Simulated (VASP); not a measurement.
The system is Mo.

```
CELL_PARAMETERS angstrom
2.71263 0.00000 0.00000
-1.35632 2.34921 0.00000
0.00000 0.00000 2.53461
ATOMIC_POSITIONS crystal
Mo 0.00000 0.00000 0.00000
```

| Property | Result |
| --- | --- |
| Program | VASP 6.6.1 |
| Task | relaxation of cell and atoms |
| Functional | PBE |
| Potentials or basis | VASP PAW PBE potentials, release 64 (Mo_sv) |
| Cutoff | 600 eV |
| k mesh | 9 × 9 × 6 |
| Occupations | gaussian, width 0.1 eV |
| Spin | no spin polarisation |

At the start: pressure 9.3 GPa; volume 16.15 Å³/atom.

**Question.** How do energy, volume and symmetry change on relaxing?

**Answer.** Over 6 steps the energy falls by 26.1 meV/atom and the volume is 16.80 Å³/atom (+4.0 %); space group P6/mmm (No. 191, to 0.05 Å).

Step by step:
| step | energy change (eV) | largest force (eV/Å) | pressure (GPa) | volume (Å³) |
| --- | --- | --- | --- | --- |
| 1 | 0.0000 | 0.0000 | 9.31 | 16.15 |
| 2 | 0.0687 | 0.0000 | -16.10 | 18.43 |
| 3 | -0.0253 | 0.0000 | -1.03 | 16.88 |
| 4 | -0.0254 | 0.0000 | -0.75 | 16.85 |
| 5 | -0.0254 | 0.0000 | 0.75 | 16.74 |
| 6 | -0.0261 | 0.0000 | -0.06 | 16.80 |

Final structure:
```yaml
crystal:
  lattice:
    - [2.76930, 0.00000, 0.00000]
    - [-1.38465, 2.39829, 0.00000]
    - [0.00000, 0.00000, 2.52916]
  atoms:
    - { symbol: Mo, position: [0.00000, 0.00000, 0.00000] }
```

Caveat: the k points lie up to 0.41 Å⁻¹ apart in the final cell.
